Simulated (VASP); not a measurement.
# Na16Li (a cell with a defect) in VASP: single point with PBE

Aim: the single point of Na16Li (a cell with a defect) with PBE.

Everything below comes from runs of VASP 6.6.1. Logs are shortened: lines on timing, memory, paths and dates and some standing lists are left out, and cuts for length are marked.

## Step 1: The cell of the first run

The cell holds a defect, 17 atoms: a = 8.460 Å, b = 8.460 Å, c = 8.460 Å, α = 90.00°, β = 90.00°, γ = 90.00°.

## Step 2: Single point, PBE

INCAR

```
ALGO = Normal
EDIFF = 1E-6
ENCUT = 520
GGA = PE
ISIF = 2
ISMEAR = 0
LASPH = True
LCHARG = False
LREAL = Auto
LWAVE = False
NBANDS = 72
NELM = 80
PREC = Accurate
SIGMA = 0.05
```

KPOINTS

```
k-points
0
Gamma
  2 2 2
```

POSCAR

```
Na16Li
1.0
    8.4600000000      0.0000000000      0.0000000000
    0.0000000000      8.4600000000      0.0000000000
    0.0000000000      0.0000000000      8.4600000000
Na Li
16 1
Direct
   -0.0189522459     -0.0088780142     -0.0095200946
    0.4888027187      0.0022787234      0.0090535461
   -0.0056951537      0.5162303783     -0.0093775414
   -0.0031355792     -0.0019166667      0.5009658392
    0.2422722222      0.3113374704      0.2419604019
    0.5095942080      0.4987799054     -0.0132975177
    0.5116212766      0.0071981087      0.5202392435
    0.7470153664      0.2321230496      0.2499176123
   -0.0108724586      0.5035234043      0.5135728132
    0.2628070922      0.6869521277      0.2586148936
    0.2386797872      0.2307628842      0.7571581560
    0.5071814421      0.4847504728      0.5104862884
    0.7366024823      0.7678106383      0.2571677305
    0.7556586288      0.2404426714      0.7598604019
    0.2500215130      0.7703177305      0.7495907801
    0.7413580378      0.7610057920      0.7514881797
    0.2394054374     -0.0029068558      0.2598809693
```

Potentials or basis: VASP PAW PBE potentials, release 64 (Na_pv, Li_sv).

Run with:

```bash
$ cat potpaw_PBE.64/Na_pv/POTCAR potpaw_PBE.64/Li_sv/POTCAR > POTCAR
$ mpirun -np 1 vasp_std > vasp.out
```

OUTCAR:

```text
EDIFF = 1E-6
   ENCUT = 520
   GGA = PE
   ISIF = 2
   ISMEAR = 0
   LASPH = True
   LREAL = Auto
   NELM = 80
   PREC = Accurate

 ion  position               nearest neighbor table
   1  0.981  0.991  0.990-
   2  0.489  0.002  0.009-
   3  0.994  0.516  0.991-
   4  0.997  0.998  0.501-
   5  0.242  0.311  0.242-  17 2.66
   6  0.510  0.499  0.987-
   7  0.512  0.007  0.520-
   8  0.747  0.232  0.250-
   9  0.989  0.504  0.514-
  10  0.263  0.687  0.259-  17 2.63
  11  0.239  0.231  0.757-
  12  0.507  0.485  0.510-
  13  0.737  0.768  0.257-
  14  0.756  0.240  0.760-
  15  0.250  0.770  0.750-
  16  0.741  0.761  0.751-
  17  0.239  0.997  0.260-  10 2.63   5 2.66

  LATTYP: Found a simple cubic cell.
 ALAT       =     8.4600000000

  Lattice vectors:

 A1 = (   8.4600000000,   0.0000000000,   0.0000000000)
 A2 = (   0.0000000000,   8.4600000000,   0.0000000000)
 A3 = (   0.0000000000,   0.0000000000,   8.4600000000)

Analysis of symmetry for initial positions (statically):
=====================================================================
 Subroutine PRICEL returns:
 Original cell was already a primitive cell.

 Routine SETGRP: Setting up the symmetry group for a
 simple cubic supercell.

 Subroutine GETGRP returns: Found  1 space group operations
 (whereof  1 operations were pure point group operations)
 out of a pool of 48 trial point group operations.

The static configuration has the point symmetry C_1 .

Analysis of symmetry for dynamics (positions and initial velocities):
=====================================================================
 Subroutine PRICEL returns:
 Original cell was already a primitive cell.

 Routine SETGRP: Setting up the symmetry group for a
 simple cubic supercell.

 Subroutine GETGRP returns: Found  1 space group operations
 (whereof  1 operations were pure point group operations)
 out of a pool of 48 trial point group operations.

The dynamic configuration has the point symmetry C_1 .

 Subroutine INISYM returns: Found  1 space group operations
 (whereof  1 operations are pure point group operations),
 and found     1 'primitive' translations

----------------------------------------------------------------------------------------

                                     Primitive cell

  volume of cell :     605.4957

  direct lattice vectors                    reciprocal lattice vectors
     8.460000000  0.000000000  0.000000000     0.118203310  0.000000000  0.000000000
     0.000000000  8.460000000  0.000000000     0.000000000  0.118203310  0.000000000
     0.000000000  0.000000000  8.460000000     0.000000000  0.000000000  0.118203310

  length of vectors
     8.460000000  8.460000000  8.460000000     0.118203310  0.118203310  0.118203310

  position of ions in fractional coordinates (direct lattice)
     0.981047754  0.991121986  0.990479905
     0.488802719  0.002278723  0.009053546
     0.994304846  0.516230378  0.990622459
     0.996864421  0.998083333  0.500965839
     0.242272222  0.311337470  0.241960402
     0.509594208  0.498779905  0.986702482
[... 9 lines left out ...]
     0.741358038  0.761005792  0.751488180
     0.239405437  0.997093144  0.259880969

  ion indices of the primitive-cell ions
   primitive index   ion index
                 1           1
                 2           2
                 3           3
                 4           4
                 5           5
                 6           6
[... 9 lines left out ...]
                16          16
                17          17

----------------------------------------------------------------------------------------

 KPOINTS: k-points

Automatic generation of k-mesh.
 Grid dimensions read from file:
 generate k-points for:    2    2    2

 Generating k-lattice:

  Cartesian coordinates                     Fractional coordinates (reciprocal lattice)
     0.059101655  0.000000000  0.000000000     0.500000000  0.000000000  0.000000000
     0.000000000  0.059101655  0.000000000     0.000000000  0.500000000  0.000000000
     0.000000000  0.000000000  0.059101655     0.000000000  0.000000000  0.500000000

  Length of vectors
     0.059101655  0.059101655  0.059101655

  Shift w.r.t. Gamma in fractional coordinates (k-lattice)
     0.000000000  0.000000000  0.000000000

 Subroutine IBZKPT returns following result:
 ===========================================

 Found      8 irreducible k-points:

 Following reciprocal coordinates:
            Coordinates               Weight
  0.000000  0.000000  0.000000      1.000000
  0.500000  0.000000  0.000000      1.000000
  0.000000  0.500000  0.000000      1.000000
  0.000000  0.000000  0.500000      1.000000
  0.500000  0.500000  0.000000      1.000000
  0.000000  0.500000  0.500000      1.000000
  0.500000  0.000000  0.500000      1.000000
  0.500000  0.500000  0.500000      1.000000
   k-points           NKPTS =      8   k-points in BZ     NKDIM =      8   number of bands    NBANDS=     72
   number of dos      NEDOS =    301   number of ions     NIONS =     17
   total plane-waves  NPLWV = 262144
   dimension x,y,z NGX =    64 NGY =   64 NGZ =   64
   dimension x,y,z NGXF=   128 NGYF=  128 NGZF=  128
   ions per type =              16   1
   NGX,Y,Z   is equivalent  to a cutoff of  12.58, 12.58, 12.58 a.u.
   NGXF,Y,Z  is equivalent  to a cutoff of  25.15, 25.15, 25.15 a.u.
 SYSTEM =  unknown system
   PREC   = accura    normal or accurate (medium, high low for compatibility)
   ISTART =      0    job   : 0-new  1-cont  2-samecut
   ICHARG =      2    charge: 1-file 2-atom 10-const
   ISPIN  =      1    spin polarized calculation?
   LNONCOLLINEAR =      F non collinear calculations
   LSORBIT =      F    spin-orbit coupling
   LASPH  =      T    aspherical Exc in radial PAW
   ENCUT  =  520.0 eV  38.22 Ry    6.18 a.u.  15.73 15.73 15.73*2*pi/ulx,y,z
   NELM   =     80;   NELMIN=  2; NELMDL= -5     # of ELM steps
   EDIFF  = 0.1E-05   stopping-criterion for ELM
   LREAL  =      T    real-space projection
   EDIFFG = 0.1E-04   stopping-criterion for IOM
   NSW    =      0    number of steps for IOM
   IBRION =     -1    ionic relax: 0-MD 1-quasi-New 2-CG
   NFREE  =      0    steps in history (QN), initial steepest desc. (CG)
   ISIF   =      2    stress and relaxation
   ISYM   =      2    0-nonsym 1-usesym 2-fastsym
   POTIM  = 0.5000    time-step for ionic-motion
   TEBEG  =    0.0;   TEEND  =   0.0 temperature during run
   PSTRESS=    0.0 pullay stress
   NELECT =     115.0000    total number of electrons
   NUPDOWN=      -1.0000    fix difference up-down
   EMIN   =  10.00;   EMAX   =-10.00  energy-range for DOS
   EFERMI =   0.00;   METHOD = LEGACY
   ISMEAR =     0;   SIGMA  =   0.05  broadening in eV -4-tet -1-fermi 0-gaus
   EFERMI_NEDOS =   21; number of points for ismear=-14 and -15
   IALGO  =     38    algorithm
   IMIX   =      4    mixing-type and parameters
     AMIX     =   0.40;   BMIX     =  1.00
     AMIX_MAG =   1.60;   BMIX_MAG =  1.00
  volume/ion in A,a.u.               =      35.62       240.36
  Fermi-wavevector in a.u.,A,eV,Ry     =   0.941031  1.778290 12.048484  0.885539
  Thomas-Fermi vector in A             =   2.068501
   LORBIT       =      0    0 simple, 1 ext, 2 COOP (PROOUT), +10 PAW based schemes
   GGA     = PE    functional components
   LHFCALC =     F    Hartree Fock is set to
   AEXX    =    0.0000 exact exchange contribution
   IVDW    =     0    specifies the selected vdW correction
   LEPSILON=     F    determine dielectric tensor
   LRPA    =     F    only Hartree local field effects (RPA)
 non-spin polarized calculation
 Gauss-broadening in eV      SIGMA  =   0.05
  energy-cutoff  :      520.00
  volume of cell :      605.50
 maximum number of plane-waves:     16384
 NGX is ok and might be reduce to    64
   NGX = 31   NGY = 31   NGZ = 31

 number of electron     115.0000018 magnetization

 Free energy of the ion-electron system (eV)
  ---------------------------------------------------
  ext. energy  EPLUGINS =         0.00000000
  ---------------------------------------------------
  free energy    TOTEN  =       -21.83616561 eV

  energy without entropy =      -21.80087626  energy(sigma->0) =      -21.81852093

 E-fermi :   0.1872     XC(G=0):  -6.5479

 val. band max:        0.1698866361   @ k =   0.0000   0.5000   0.5000
 cond. band min:       0.1952160218   @ k =   0.5000   0.0000   0.5000
 fundamental gap:      0.0253293856
 Fermi energy:         0.1871801477

 k-point     1 :       0.0000    0.0000    0.0000
  band No.  band energies     occupation
      1     -47.0056      2.00000
      2     -24.7063      2.00000
      3     -24.7053      2.00000
      4     -24.7018      2.00000
      5     -24.6950      2.00000
      6     -24.6941      2.00000
[... 61 lines left out ...]
     68       1.5920      0.00000
     69       2.7692      0.00000

 k-point     2 :       0.5000    0.0000    0.0000
  band No.  band energies     occupation
      1     -47.0057      2.00000
      2     -24.7061      2.00000
      3     -24.7052      2.00000
      4     -24.7015      2.00000
      5     -24.6953      2.00000
      6     -24.6937      2.00000
[... 61 lines left out ...]
     68       1.9970      0.00000
     69       2.0408      0.00000

 k-point     3 :       0.0000    0.5000    0.0000
  band No.  band energies     occupation
      1     -47.0057      2.00000
      2     -24.7063      2.00000
      3     -24.7053      2.00000
      4     -24.7018      2.00000
      5     -24.6950      2.00000
      6     -24.6941      2.00000
[... 61 lines left out ...]
     68       2.0573      0.00000
     69       2.0937      0.00000

 k-point     4 :       0.0000    0.0000    0.5000
  band No.  band energies     occupation
      1     -47.0057      2.00000
      2     -24.7061      2.00000
      3     -24.7053      2.00000
      4     -24.7014      2.00000
      5     -24.6947      2.00000
      6     -24.6943      2.00000
[... 61 lines left out ...]
     68       1.9916      0.00000
     69       2.0397      0.00000

 k-point     5 :       0.5000    0.5000    0.0000
  band No.  band energies     occupation
      1     -47.0056      2.00000
      2     -24.7060      2.00000
      3     -24.7052      2.00000
      4     -24.7014      2.00000
      5     -24.6952      2.00000
      6     -24.6937      2.00000
[... 61 lines left out ...]
     68       2.4759      0.00000
     69       2.5917      0.00000

 k-point     6 :       0.0000    0.5000    0.5000
  band No.  band energies     occupation
      1     -47.0056      2.00000
      2     -24.7061      2.00000
      3     -24.7052      2.00000
      4     -24.7014      2.00000
      5     -24.6947      2.00000
      6     -24.6942      2.00000
[... 61 lines left out ...]
     68       2.4718      0.00000
     69       2.5977      0.00000

 k-point     7 :       0.5000    0.0000    0.5000
  band No.  band energies     occupation
      1     -47.0056      2.00000
      2     -24.7058      2.00000
      3     -24.7052      2.00000
      4     -24.7012      2.00000
      5     -24.6949      2.00000
      6     -24.6940      2.00000
[... 61 lines left out ...]
     68       2.5394      0.00000
     69       2.5535      0.00000

 k-point     8 :       0.5000    0.5000    0.5000
  band No.  band energies     occupation
      1     -47.0057      2.00000
      2     -24.7058      2.00000
      3     -24.7052      2.00000
      4     -24.7012      2.00000
      5     -24.6949      2.00000
      6     -24.6940      2.00000
[... 61 lines left out ...]
     68       2.5362      0.00000
     69       2.6042      0.00000
 [bands above 69 left out]

------------------------ aborting loop because EDIFF is reached ----------------------------------------

  FORCE on cell =-STRESS in cart. coord.  units (eV):
  Direction    XX          YY          ZZ          XY          YZ          ZX
  --------------------------------------------------------------------------------------
  -------------------------------------------------------------------------------------
  Total        0.5531947      3.3033457      0.5599225     -0.1680278     -0.1531796     -0.1768354
  in kB        1.4637856      8.7408471      1.4815878     -0.4446115     -0.4053223     -0.4679168
  external PRESSURE =       3.8954068 kB  Pullay stress =       0.0000000 kB

 VOLUME and BASIS-vectors are now :
 -----------------------------------------------------------------------------
  energy-cutoff  :      520.00
  volume of cell :      605.50
      direct lattice vectors                 reciprocal lattice vectors
     8.460000000  0.000000000  0.000000000     0.118203310  0.000000000  0.000000000
     0.000000000  8.460000000  0.000000000     0.000000000  0.118203310  0.000000000
     0.000000000  0.000000000  8.460000000     0.000000000  0.000000000  0.118203310

 POSITION                                       TOTAL-FORCE (eV/Angst)
 -----------------------------------------------------------------------------------
      8.29966      8.38489      8.37946         0.091736     -0.001188      0.090684
      4.13527      0.01928      0.07659         0.069875     -0.001937     -0.075044
      8.41182      4.36731      8.38067        -0.034585     -0.001383      0.004952
      8.43347      8.44378      4.23817        -0.114891     -0.000129      0.107393
      2.04962      2.63391      2.04699        -0.004121      0.056989     -0.010690
      4.31117      4.21968      8.34750        -0.007408     -0.000714     -0.000929
[... 9 lines left out ...]
      6.27189      6.43811      6.35759        -0.006511      0.010113     -0.012035
      2.02537      8.43541      2.19859         0.018582      0.030986     -0.002910
 -----------------------------------------------------------------------------------
    total drift:                                0.000122     -0.001071      0.001901

  FREE ENERGIE OF THE ION-ELECTRON SYSTEM (eV)
  ---------------------------------------------------
  free  energy   TOTEN  =       -21.8361656059 eV

  energy  without entropy=      -21.8008762557  energy(sigma->0) =      -21.81852093
```

Run time: 3.9 min. Hardware: 1 thread of Intel Xeon 6975P-C (Granite Rapids), shared host; peak memory 0.64 GiB.

What came out:

```yaml
Free_energy: -21.8362 eV
Largest_force: 0.157 eV/Å
Band_gap_on_the_k_mesh: zero (an odd number of electrons rules out a gap without spin polarisation)
```

Forces on the atoms (eV/Å):
```
Na   0.092 -0.001  0.091
Na   0.070 -0.002 -0.075
Na  -0.035 -0.001  0.005
Na  -0.115  0.000  0.107
Na  -0.004  0.057 -0.011
Na  -0.007 -0.001 -0.001
Na  -0.095  0.011 -0.092
Na   0.030  0.039 -0.009
Na  -0.003  0.000 -0.009
Na   0.017 -0.093 -0.005
Na   0.013  0.039 -0.007
Na   0.011  0.005  0.047
Na   0.013 -0.039 -0.006
Na  -0.010 -0.015 -0.006
Na   0.012 -0.040 -0.016
Na  -0.007  0.010 -0.012
Li   0.019  0.031 -0.003
```

Levels at points of the mesh, in eV from the Fermi level:
| k point | band 54 | band 55 | band 56 | band 57 | band 58 | band 59 | band 60 | band 61 |
| --- | --- | --- | --- | --- | --- | --- | --- | --- |
| (0.00, 0.00, 0.00) | -1.02 | -1.00 | -0.91 | 0.72 | 0.73 | 0.74 | 0.94 | 0.94 |
| (0.50, 0.00, 0.00) | -0.54 | -0.52 | -0.52 | -0.46 | -0.46 | -0.44 | 1.25 | 1.30 |
| (0.00, 0.50, 0.00) | -0.55 | -0.55 | -0.45 | -0.45 | -0.43 | -0.35 | 1.13 | 1.14 |
| (0.00, 0.00, 0.50) | -0.53 | -0.52 | -0.51 | -0.47 | -0.46 | -0.44 | 1.24 | 1.31 |
| (0.50, 0.50, 0.00) | -0.13 | -0.04 | -0.03 | -0.02 | 0.05 | 0.05 | 0.06 | 0.08 |
| (0.00, 0.50, 0.50) | -0.13 | -0.04 | -0.03 | -0.02 | 0.05 | 0.05 | 0.05 | 0.08 |
| (0.50, 0.00, 0.50) | -0.13 | -0.12 | -0.02 | 0.01 | 0.02 | 0.02 | 0.12 | 0.13 |
| (0.50, 0.50, 0.50) | -1.53 | -1.53 | -1.45 | -1.43 | 1.81 | 1.81 | 1.86 | 2.22 |

Caveat: the k points lie up to 0.37 Å⁻¹ apart, too coarse for converged energies and pressures of a metal; the cutoff is under 1.25 times the usual one of these potentials, so pressure, stress and relaxed cells hold a basis-set (Pulay) error.

The gap in the log of VASP goes by the Fermi energy; the results here count the filled bands.